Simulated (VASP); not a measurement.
# SiC (Moissanite 3C) (F-43m) in VASP: a series of runs, part 2 of 2

VASP 6.6.1.

## 4. Single point, PBEsol

This run uses another cell than the first one, of 10.76 Å³/atom, 1.040 times its volume.

File INCAR:

```
PREC     = Accurate       # precision mode
ENCUT    = 520            # plane-wave cutoff, eV
EDIFF    = 1E-6           # SCF threshold, eV
ISMEAR   = -1             # smearing method
SIGMA    = 0.05           # smearing width, eV
LREAL    = False          # projectors in reciprocal space
LASPH    = True           # aspherical terms in the spheres
NELM     = 100            # most SCF steps
ALGO     = Normal         # electronic algorithm
ISIF     = 2              # what is computed and relaxed
LWAVE    = False          # write WAVECAR
LCHARG   = False          # write CHGCAR
GGA      = PS             # functional
NBANDS   = 11             # bands
```

File KPOINTS:

```
Automatic mesh
0
Gamma
  10 10 10
```

File POSCAR:

```
SiC
1.0
    0.0000000000      2.2076743409      2.2076743409
    2.2076743409      0.0000000000      2.2076743409
    2.2076743409      2.2076743409      0.0000000000
Si C
1 1
Direct
    0.0000000000      0.0000000000      0.0000000000
    0.7500000000      0.7500000000      0.7500000000
```

Potentials or basis: VASP PAW PBE potentials, release 64 (Si, C).

Started as:

```console
cat potpaw_PBE.64/Si/POTCAR potpaw_PBE.64/C/POTCAR > POTCAR
mpirun -np 1 vasp_std > vasp.out
```

OUTCAR:

```text
PREC = Accurate
   ENCUT = 520
   EDIFF = 1E-6
   ISMEAR = -1
   LREAL = False
   LASPH = True
   NELM = 100
   ISIF = 2
   GGA = PS

 ion  position               nearest neighbor table
   1  0.000  0.000  0.000-   2 1.91   2 1.91   2 1.91   2 1.91
   2  0.750  0.750  0.750-   1 1.91   1 1.91   1 1.91   1 1.91

  LATTYP: Found a face centered cubic cell.
 ALAT       =     4.4153486818

  Lattice vectors:

 A1 = (   0.0000000000,   2.2076743409,   2.2076743409)
 A2 = (   2.2076743409,   0.0000000000,   2.2076743409)
 A3 = (   2.2076743409,   2.2076743409,   0.0000000000)

Analysis of symmetry for initial positions (statically):
=====================================================================
 Subroutine PRICEL returns:
 Original cell was already a primitive cell.

 Routine SETGRP: Setting up the symmetry group for a
 face centered cubic supercell.

 Subroutine GETGRP returns: Found 24 space group operations
 (whereof 24 operations were pure point group operations)
 out of a pool of 48 trial point group operations.

The static configuration has the point symmetry T_d .

Analysis of symmetry for dynamics (positions and initial velocities):
=====================================================================
 Subroutine PRICEL returns:
 Original cell was already a primitive cell.

 Routine SETGRP: Setting up the symmetry group for a
 face centered cubic supercell.

 Subroutine GETGRP returns: Found 24 space group operations
 (whereof 24 operations were pure point group operations)
 out of a pool of 48 trial point group operations.

The dynamic configuration has the point symmetry T_d .

 Subroutine INISYM returns: Found 24 space group operations
 (whereof 24 operations are pure point group operations),
 and found     1 'primitive' translations

----------------------------------------------------------------------------------------

[... 111 lines left out ...]
     AMIX     =   0.40;   BMIX     =  1.00
     AMIX_MAG =   1.60;   BMIX_MAG =  1.00
  volume/ion in A,a.u.               =      10.76        72.61
  Fermi-wavevector in a.u.,A,eV,Ry     =   1.177136  2.224464 18.852888  1.385648
  Thomas-Fermi vector in A             =   2.313487
   LORBIT       =      0    0 simple, 1 ext, 2 COOP (PROOUT), +10 PAW based schemes
   GGA     = PS    functional components
   LHFCALC =     F    Hartree Fock is set to
   AEXX    =    0.0000 exact exchange contribution
   IVDW    =     0    specifies the selected vdW correction
   LEPSILON=     F    determine dielectric tensor
   LRPA    =     F    only Hartree local field effects (RPA)
 non-spin polarized calculation
  energy-cutoff  :      520.00
  volume of cell :       21.52
 maximum number of plane-waves:       589
   NGX = 11   NGY = 11   NGZ = 11

 number of electron       8.0000001 magnetization

 Free energy of the ion-electron system (eV)
  ---------------------------------------------------
  ext. energy  EPLUGINS =         0.00000000
  ---------------------------------------------------
  free energy    TOTEN  =       -15.89459088 eV

  energy without entropy =      -15.89459084  energy(sigma->0) =      -15.89459086

 E-fermi :   8.2749     XC(G=0): -11.3369

 val. band max:        7.6220618529   @ k =   0.0000   0.0000   0.0000
 cond. band min:       8.8903401565   @ k =   0.5000   0.5000   0.0000
 fundamental gap:      1.2682783037
 Fermi energy:         8.2748810133

 k-point     1 :       0.0000    0.0000    0.0000
  band No.  band energies     occupation
      1      -7.4967      2.00000
      2       7.6221      2.00000
      3       7.6221      2.00000
      4       7.6221      2.00000
      5      13.3555      0.00000
      6      14.6002      0.00000
      7      14.6002      0.00000
      8      14.6002      0.00000
      9      21.8517      0.00000
     10      21.8517      0.00000
     11      23.2867      0.00000
[... 309 lines left out ...]
 k-point    24 :       0.4000    0.3000    0.0000
  band No.  band energies     occupation
      1      -4.4398      2.00000
      2       2.0790      2.00000
      3       4.5167      2.00000
      4       5.0376      2.00000
      5      10.3481      0.00000
      6      12.9737      0.00000
      7      18.7614      0.00000
      8      19.1188      0.00000
      9      20.8477      0.00000
     10      25.2790      0.00000
     11      28.1827      0.00000

 [... further k-points ...]
[... 5 lines left out ...]
  --------------------------------------------------------------------------------------
  -------------------------------------------------------------------------------------
  Total       -1.0588511     -1.0588511     -1.0588511      0.0000000      0.0000000     -0.0000000
  in kB      -78.8334347    -78.8334347    -78.8334347      0.0000000      0.0000000     -0.0000000
  external PRESSURE =     -78.8334347 kB  Pullay stress =       0.0000000 kB

 VOLUME and BASIS-vectors are now :
 -----------------------------------------------------------------------------
  energy-cutoff  :      520.00
  volume of cell :       21.52
      direct lattice vectors                 reciprocal lattice vectors
     0.000000000  2.207674341  2.207674341    -0.226482679  0.226482679  0.226482679
     2.207674341  0.000000000  2.207674341     0.226482679 -0.226482679  0.226482679
     2.207674341  2.207674341  0.000000000     0.226482679  0.226482679 -0.226482679

 POSITION                                       TOTAL-FORCE (eV/Angst)
 -----------------------------------------------------------------------------------
      0.00000      0.00000      0.00000         0.000000      0.000000      0.000000
      3.31151      3.31151      3.31151        -0.000000     -0.000000     -0.000000
 -----------------------------------------------------------------------------------
    total drift:                               -0.000000     -0.000000     -0.000000

  FREE ENERGIE OF THE ION-ELECTRON SYSTEM (eV)
  ---------------------------------------------------
  free  energy   TOTEN  =       -15.8945908777 eV

  energy  without entropy=      -15.8945908392  energy(sigma->0) =      -15.89459086
```

OSZICAR:

```text
N       E                     dE             d eps       ncg     rms          rms(c)
DAV:   1     0.289007667681E+01    0.28901E+01   -0.38298E+03  1058   0.602E+02
DAV:   2    -0.169565471567E+02   -0.19847E+02   -0.19138E+02  1300   0.108E+02
DAV:   3    -0.175823454478E+02   -0.62580E+00   -0.62450E+00  1311   0.163E+01
DAV:   4    -0.175849163590E+02   -0.25709E-02   -0.25707E-02  1165   0.131E+00
DAV:   5    -0.175849278926E+02   -0.11534E-04   -0.11533E-04  1274   0.832E-02    0.833E+00
DAV:   6    -0.159628252727E+02    0.16221E+01   -0.59532E+00  1157   0.106E+01    0.372E+00
DAV:   7    -0.159090569213E+02    0.53768E-01   -0.32631E-01  1235   0.325E+00    0.170E+00
DAV:   8    -0.158947714786E+02    0.14285E-01   -0.20032E-02  1181   0.900E-01    0.162E-01
DAV:   9    -0.158945410620E+02    0.23042E-03   -0.17764E-03  1271   0.219E-01    0.108E-01
DAV:  10    -0.158945905830E+02   -0.49521E-04   -0.13488E-04  1184   0.725E-02    0.243E-02
DAV:  11    -0.158945906372E+02   -0.54185E-07   -0.15619E-05  1235   0.207E-02    0.581E-03
DAV:  12    -0.158945908777E+02   -0.24056E-06   -0.88841E-07   706   0.566E-03
   1 F= -.15894591E+02 E0= -.15894591E+02  d E =-.385186E-07
```

stdout:

```text
POSCAR found type information on POSCAR SiC
 POSCAR found :  2 types and       2 ions
 scaLAPACK will be used
 -----------------------------------------------------------------------------
|                                                                             |
|                                                                             |
|     You enforced a specific xc type in the INCAR file but a different       |
|     I HOPE YOU KNOW WHAT YOU ARE DOING!                                     |
|                                                                             |
 -----------------------------------------------------------------------------

 LDA part: xc-table for (Slater+PW92), standard interpolation
 POSCAR, INCAR and KPOINTS ok, starting setup
 FFT: planning ... GRIDC
 FFT: planning ... GRID_SOFT
 FFT: planning ... GRID
 WAVECAR not read
 entering main loop
```

Run time: 4.7 s. Hardware: 1 thread of Intel Xeon Platinum 8488C (Sapphire Rapids), shared host; peak memory 0.13 GiB.

Results:

| Quantity | Value |
| --- | --- |
| Free energy | -15.8946 eV |
| Pressure | -7.9 GPa |
| Band gap on the k mesh | 1.27 eV, indirect (least direct gap 4.40 eV) |

Caveat: the PAW data sets were made with another functional, which shifts forces and pressure a little. A k mesh can miss the band edges.

## 5. Single point, PBEsol

This run uses another cell than the first one, of 10.97 Å³/atom, 1.060 times its volume.

File INCAR:

```
SYSTEM = SiC
PREC = Accurate
ENCUT = 520
EDIFF = 1E-6
ISMEAR = -1
SIGMA = 0.05
LREAL = .False.
LASPH = .True.
NELM = 60
ALGO = Normal
ISIF = 2
LWAVE = .False.
LCHARG = .False.
GGA = PS
NBANDS = 11
```

File KPOINTS:

```
Automatic mesh
0
Gamma
  10 10 10
  0 0 0
```

File POSCAR:

```
SiC
1.0
    0.0000000000      2.2217363401      2.2217363401
    2.2217363401      0.0000000000      2.2217363401
    2.2217363401      2.2217363401      0.0000000000
Si C
1 1
Direct
    0.0000000000      0.0000000000      0.0000000000
    0.7500000000      0.7500000000      0.7500000000
```

Started as:

```console
cat potpaw_PBE.64/Si/POTCAR potpaw_PBE.64/C/POTCAR > POTCAR
mpirun -np 1 vasp_std > vasp.out
```

Run time: 5.8 s. Hardware: 1 thread of Intel Xeon Platinum 8488C (Sapphire Rapids), shared host; peak memory 0.13 GiB.

The run converged. Its results:

| Item | Value |
| --- | --- |
| Free energy | -15.8698 eV |
| Pressure | -11.4 GPa |
| Band gap on the k mesh | 1.28 eV, indirect (least direct gap 4.38 eV) |

Levels at points of the mesh, in eV from the valence-band top:
| k point | band 1 | band 2 | band 3 | band 4 | band 5 | band 6 | band 7 | band 8 | band 9 |
| --- | --- | --- | --- | --- | --- | --- | --- | --- | --- |
| (0.00, 0.00, 0.00) | -14.97 | 0.00 | 0.00 | 0.00 | 5.51 | 6.85 | 6.85 | 6.85 | 14.12 |
| (0.50, 0.00, 0.00) | -11.58 | -8.28 | -1.04 | -1.04 | 4.86 | 6.91 | 6.91 | 9.60 | 15.33 |
| (0.50, 0.50, 0.00) | -10.18 | -7.65 | -3.10 | -3.10 | 1.28 | 4.00 | 13.29 | 13.29 | 13.93 |

Caveat: the PAW data sets were made with another functional, which shifts forces and pressure a little. A k mesh can miss the band edges.

## 6. Overview

| cell | gap on the mesh (eV) | pressure (GPa) |
| --- | --- | --- |
| a = 3.082 Å, angles 60.0°, 2 atoms | 1.23 | 0.2 |
| a = 3.102 Å, angles 60.0°, 2 atoms | 1.25 | -4.1 |
| a = 3.122 Å, angles 60.0°, 2 atoms | 1.27 | -7.9 |
| a = 3.142 Å, angles 60.0°, 2 atoms | 1.28 | -11.4 |

Alike in all rows: task single point; level PBEsol; potentials or basis VASP PAW PBE potentials, release 64 (Si, C); no spin polarisation; k mesh 10 × 10 × 10; cutoff (eV) 520; smearing fermi-dirac 0.05 eV.

Caveats: the PAW data sets were made with another functional, which shifts forces and pressure a little.

Absolute energies hang on the potentials; compare differences alone.

## 7. Comparison with measurements

Step 2. A measured gap of SiC is 2.4 eV (indirect; quoted in “Insight into the structural, elastic and electronic properties of a new orthorhombic 6O-SiC polytype”, 2020, pmc:7200658); the calculated 1.23 eV misses it by -1.17 eV. The value is that of PBEsol on a finite k mesh, which can miss the band edges, without temperature or zero-point motion. Semilocal functionals fall short of measured gaps as a rule.
